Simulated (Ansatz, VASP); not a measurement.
**Two plane-wave programs on KF**

Contents of INCAR:

```
PREC     = Accurate       # precision mode
ENCUT    = 520            # plane-wave cutoff, eV
EDIFF    = 1E-6           # SCF threshold, eV
ISMEAR   = 0              # smearing method
SIGMA    = 0.05           # smearing width, eV
LREAL    = F              # projectors in reciprocal space
LASPH    = T              # aspherical terms in the spheres
NELM     = 60             # most SCF steps
ALGO     = Normal         # electronic algorithm
ISIF     = 2              # what is computed and relaxed
LWAVE    = F              # write WAVECAR
LCHARG   = F              # write CHGCAR
GGA      = PE             # functional
NBANDS   = 15             # bands
```

KPOINTS

```
regular mesh
0
Gamma
  8 8 8
```

The input POSCAR:

```
KF
1.0
    0.0000000000      2.7105354767      2.7105354767
    2.7579698475      0.0000000000      2.7105354767
    2.7579698475      2.7105354767      0.0000000000
K F
1 1
Direct
    0.0000000000      0.0000000000      0.0000000000
    0.5000000000      0.5000000000      0.5000000000
```

Input for Ansatz:

```yaml
crystal:
  lattice:
    - [0.0, 2.7105354767, 2.7105354767]
    - [2.7579698475, 0.0, 2.7105354767]
    - [2.7579698475, 2.7105354767, 0.0]
  atoms:
    - { symbol: K, position: [0.0, 0.0, 0.0] }
    - { symbol: F, position: [0.5, 0.5, 0.5] }
basis:
  ecutwfc: 520.0
kpoints:
  mp_grid: { grid: [8, 8, 8] }
hamiltonian:
  xc: pbe
scf:
  occupations: { method: gaussian, width: 0.05 }
output:
  forces: true
  stress: true
  eigenvalues: true
```

Change from the starting cell: normal strain along x +0.0175, normal strain along z +0.0000.

Alike in both runs: task single point; functional PBE; k mesh 8 × 8 × 8; occupations gaussian, width 0.05 eV; no spin polarisation.

|  | VASP | Ansatz |
| --- | --- | --- |
| version | VASP 6.6.1 | Ansatz 0.2.0 |
| potentials or method | VASP PAW PBE potentials, release 64 (K_sv, F), cutoff 520 eV | scalar-relativistic, plane waves, PAW |
| valence electrons in the cell | 16 | 16 |

Ansatz gave:

- gap on the k mesh at the Fermi level (eV): 5.87
- least direct gap on the mesh (eV): 5.87
- pressure (GPa): -0.5
- traceless stress, the component that is largest in VASP (GPa): -0.45

Q: What did VASP give for the same quantities?

A: gap on the k mesh at the Fermi level (eV): 5.85; least direct gap on the mesh (eV): 5.85; pressure (GPa): -0.5; traceless stress, the component that is largest in VASP (GPa): -0.47.

With one functional, cell and mesh, what is left measures potentials, basis and numerics.
